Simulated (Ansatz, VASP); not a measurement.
# ZnO: VASP beside Ansatz

```xyz
4
Lattice="3.2055 0.0000 0.0000 -1.6027 2.7760 0.0000 0.0000 0.0000 5.1335" Properties=species:S:1:pos:R:3 pbc="T T T"
Zn    0.0000    1.8507    0.0000
Zn    1.6027    0.9253    2.5667
O     0.0000    1.8507    1.9615
O     1.6027    0.9253    4.5282
```

Change from the starting cell: volume scaled by 0.96, PAW files.

Alike in both runs: task electric field gradients; functional LDA; k mesh 11 × 11 × 6; occupations fermi-dirac, width 0.02 eV; no spin polarisation.

```csv
,VASP,Ansatz
version,VASP 6.6.1,Ansatz 0.2.0
potentials or method,"VASP PAW LDA potentials, release 64 (Zn, O)","PAW with Ansatz's default frozen-core files, scalar-relativistic"
plane-wave cutoff (eV),520,420
valence electrons in the cell,36,36
```

VASP gave:

| Quantity | Value |
| --- | --- |
| gap on the k mesh at the Fermi level (eV) | 0.81 |
| pressure (GPa) | 0.0 |
| traceless stress, the component that is largest in VASP (GPa) | 0.28 |
| rms of the force components (eV/Å) | 0.024 |
| size of Vzz on the site where it differs most (V/Å²) | 8.2 |

Question: Which values does Ansatz return?

Answer: gap on the k mesh at the Fermi level (eV): 0.80; pressure (GPa): -1.3; traceless stress, the component that is largest in VASP (GPa): 0.33; rms of the force components (eV/Å): 0.023; size of Vzz on the site where it differs most (V/Å²): 7.8.

LDA's correlation is that of Perdew and Zunger in VASP and of Perdew and Wang (1992) in Ansatz. Atom by atom the forces differ by 0.001 eV/Å (rms over components).
